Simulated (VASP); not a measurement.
# ZnO (P6_3mc) in VASP: notebook, part 2 of 2

VASP 6.6.1. The steps go on from the part before.

### Step 5. Single point, LDA

This run uses another cell than the first one, of 11.19 Å³/atom.

Contents of INCAR:

```
PREC     = Accurate       # precision mode
ENCUT    = 520            # plane-wave cutoff, eV
EDIFF    = 1E-6           # SCF threshold, eV
ISMEAR   = 0              # smearing method
SIGMA    = 0.01           # smearing width, eV
LREAL    = False          # projectors in reciprocal space
LASPH    = True           # aspherical terms in the spheres
NELM     = 80             # most SCF steps
ALGO     = Normal         # electronic algorithm
ISIF     = 2              # what is computed and relaxed
LWAVE    = False          # write WAVECAR
LCHARG   = False          # write CHGCAR
GGA      = CA             # functional
NBANDS   = 26             # bands
```

Contents of KPOINTS:

```
regular mesh
0
Gamma
  8 8 4
```

Contents of POSCAR:

```
ZnO
1.0
    3.1742426808      0.0000000000      0.0000000000
   -1.5871213404      2.7489747994      0.0000000000
    0.0000000000      0.0000000000      5.1314855694
Zn O
2 2
Direct
    0.3333333333      0.6666666667      0.5002774510
    0.6666666667      0.3333333333      0.0002774510
    0.6666666667      0.3333333333      0.3787325490
    0.3333333333      0.6666666667      0.8787325490
```

Potentials or basis: VASP PAW LDA potentials, release 64 (Zn, O).

Started as:

```console
$ cat potpaw_LDA.64/Zn/POTCAR potpaw_LDA.64/O/POTCAR > POTCAR
$ mpirun -np 1 vasp_std > vasp.out
```

OUTCAR:

```text
PREC = Accurate
   ENCUT = 520
   EDIFF = 1E-6
   ISMEAR = 0
   LREAL = False
   LASPH = True
   NELM = 80
   ISIF = 2
   GGA = CA

 ion  position               nearest neighbor table
   1  0.333  0.667  0.500-   3 1.94   3 1.94   3 1.94   4 1.94
   2  0.667  0.333  0.000-   4 1.94   4 1.94   4 1.94   3 1.94
   3  0.667  0.333  0.379-   1 1.94   1 1.94   1 1.94   2 1.94
   4  0.333  0.667  0.879-   2 1.94   2 1.94   2 1.94   1 1.94

  LATTYP: Found a hexagonal cell.
 ALAT       =     3.1742426808
 C/A-ratio  =     1.6166015284

  Lattice vectors:

 A1 = (   3.1742426808,   0.0000000000,   0.0000000000)
 A2 = (  -1.5871213404,   2.7489747994,   0.0000000000)
 A3 = (   0.0000000000,   0.0000000000,   5.1314855694)

Analysis of symmetry for initial positions (statically):
=====================================================================
 Subroutine PRICEL returns:
 Original cell was already a primitive cell.

 Routine SETGRP: Setting up the symmetry group for a
 hexagonal supercell.

 Subroutine GETGRP returns: Found 12 space group operations
[... 170 lines left out ...]
  energy without entropy =      -21.14760566  energy(sigma->0) =      -21.14760566

 E-fermi :   1.5759     XC(G=0): -11.7912

 val. band max:        1.4736291213   @ k =   0.0000   0.0000   0.0000
 cond. band min:       2.3014425619   @ k =   0.0000   0.0000   0.0000
 fundamental gap:      0.8278134407
 Fermi energy:         1.5758614123

 k-point     1 :       0.0000    0.0000    0.0000
  band No.  band energies     occupation
      1     -16.8590      2.00000
      2     -15.9947      2.00000
      3      -4.7542      2.00000
      4      -4.6282      2.00000
      5      -4.6282      2.00000
      6      -4.5879      2.00000
[... 685 lines left out ...]
     25      15.3498      0.00000
     26      15.3498      0.00000

 [... further k-points ...]

------------------------ aborting loop because EDIFF is reached ----------------------------------------

  FORCE on cell =-STRESS in cart. coord.  units (eV):
  Direction    XX          YY          ZZ          XY          YZ          ZX
  --------------------------------------------------------------------------------------
  -------------------------------------------------------------------------------------
  Total        0.9161827      0.9161827      0.9063894      0.0000000     -0.0000000      0.0000000
  in kB       32.7822424     32.7822424     32.4318278      0.0000000     -0.0000000      0.0000000
  external PRESSURE =      32.6654375 kB  Pullay stress =       0.0000000 kB

 VOLUME and BASIS-vectors are now :
 -----------------------------------------------------------------------------
  energy-cutoff  :      520.00
  volume of cell :       44.78
      direct lattice vectors                 reciprocal lattice vectors
     3.174242681  0.000000000  0.000000000     0.315035774  0.181885989  0.000000000
    -1.587121340  2.748974799  0.000000000     0.000000000  0.363771978  0.000000000
     0.000000000  0.000000000  5.131485569     0.000000000  0.000000000  0.194875341

 POSITION                                       TOTAL-FORCE (eV/Angst)
 -----------------------------------------------------------------------------------
     -0.00000      1.83265      2.56717         0.000000      0.000000      0.003165
      1.58712      0.91632      0.00142        -0.000000      0.000000      0.003165
      1.58712      0.91632      1.94346        -0.000000      0.000000     -0.003165
     -0.00000      1.83265      4.50920         0.000000     -0.000000     -0.003165
 -----------------------------------------------------------------------------------
    total drift:                                0.000001      0.000001      0.000108

  FREE ENERGIE OF THE ION-ELECTRON SYSTEM (eV)
  ---------------------------------------------------
  free  energy   TOTEN  =       -21.1476056622 eV

  energy  without entropy=      -21.1476056622  energy(sigma->0) =      -21.14760566
```

Wall time 22 s (1 thread of Intel Xeon 8259CL, shared host); peak memory 0.16 GiB.

Results:

```
Free energy            : -21.1476 eV
Pressure               : 3.3 GPa
Largest force          : 0.003 eV/Å
Band gap on the k mesh : 0.83 eV
```

Forces in eV/Å, atoms in the order of the input:
```
Zn   0.000  0.000  0.003
Zn   0.000  0.000  0.003
O    0.000  0.000 -0.003
O    0.000  0.000 -0.003
```

Caveat: the cell stands under pressure.

### Step 6. Single point, LDA

This run uses another cell than the first one, of 11.07 Å³/atom.

Contents of INCAR:

```
SYSTEM = ZnO
PREC = Accurate
ENCUT = 520
EDIFF = 1E-6
ISMEAR = 0
SIGMA = 0.01
LREAL = .False.
LASPH = .True.
NELM = 60
ALGO = Normal
ISIF = 2
LWAVE = .False.
LCHARG = .False.
NBANDS = 26
```

Contents of KPOINTS:

```
Automatic mesh
0
Gamma
  8 8 4
  0 0 0
```

Contents of POSCAR:

```
ZnO
1.0
    3.1618164783      0.0000000000      0.0000000000
   -1.5809082391      2.7382133923      0.0000000000
    0.0000000000      0.0000000000      5.1129051037
Zn O
2 2
Direct
    0.3333333333      0.6666666667      0.5003517218
    0.6666666667      0.3333333333      0.0003517218
    0.6666666667      0.3333333333      0.3786582782
    0.3333333333      0.6666666667      0.8786582782
```

Potentials or basis: VASP PAW LDA potentials, release 64 (Zn, O).

Started as:

```console
$ cat potpaw_LDA.64/Zn/POTCAR potpaw_LDA.64/O/POTCAR > POTCAR
$ mpirun -np 1 vasp_std > vasp.out
```

It took 24 s on 1 thread of Intel Xeon 8259CL, shared host; peak memory 0.15 GiB.

It converged, with:

* Free energy: -21.1329 eV
* Pressure: 5.4 GPa
* Band gap on the k mesh: 0.85 eV

Levels at points of the mesh, in eV from the valence-band top:
| k point | band 15 | band 16 | band 17 | band 18 | band 19 | band 20 | band 21 | band 22 |
| --- | --- | --- | --- | --- | --- | --- | --- | --- |
| (0.00, 0.00, 0.00) | -0.89 | -0.11 | 0.00 | 0.00 | 0.85 | 5.38 | 8.28 | 13.09 |
| (0.50, 0.00, 0.00) | -3.10 | -2.53 | -1.45 | -0.94 | 5.99 | 6.80 | 7.47 | 8.88 |
| (0.00, 0.00, 0.50) | -0.44 | -0.44 | -0.44 | -0.44 | 3.55 | 3.55 | 10.15 | 10.15 |
| (0.50, 0.00, 0.50) | -1.68 | -1.68 | -1.55 | -1.55 | 5.67 | 5.67 | 8.72 | 8.72 |

Caveat: the cell stands under pressure.

### Step 7. Overview

| cell | gap on the mesh (eV) | pressure (GPa) |
| --- | --- | --- |
| a = 3.104, b = 3.104, c = 5.024 Å, angles 90.0, 90.0, 120.0°, 4 atoms, atomic positions A | 0.93 | 16.8 |
| a = 3.129, b = 3.129, c = 5.061 Å, angles 90.0, 90.0, 120.0°, 4 atoms, atomic positions B | 0.90 | 11.5 |
| a = 3.145, b = 3.145, c = 5.086 Å, angles 90.0, 90.0, 120.0°, 4 atoms, atomic positions B | 0.87 | 8.6 |
| a = 3.174, b = 3.174, c = 5.131 Å, angles 90.0, 90.0, 120.0°, 4 atoms, atomic positions C | 0.83 | 3.3 |
| a = 3.162, b = 3.162, c = 5.113 Å, angles 90.0, 90.0, 120.0°, 4 atoms, atomic positions D | 0.85 | 5.4 |

Alike in all rows: task single point; level LDA; potentials or basis VASP PAW LDA potentials, release 64 (Zn, O); no spin polarisation; k mesh 8 × 8 × 4; cutoff (eV) 520; smearing gaussian 0.01 eV.

Caveats: the cell stands under pressure.

Absolute energies hang on the potentials; compare differences alone.
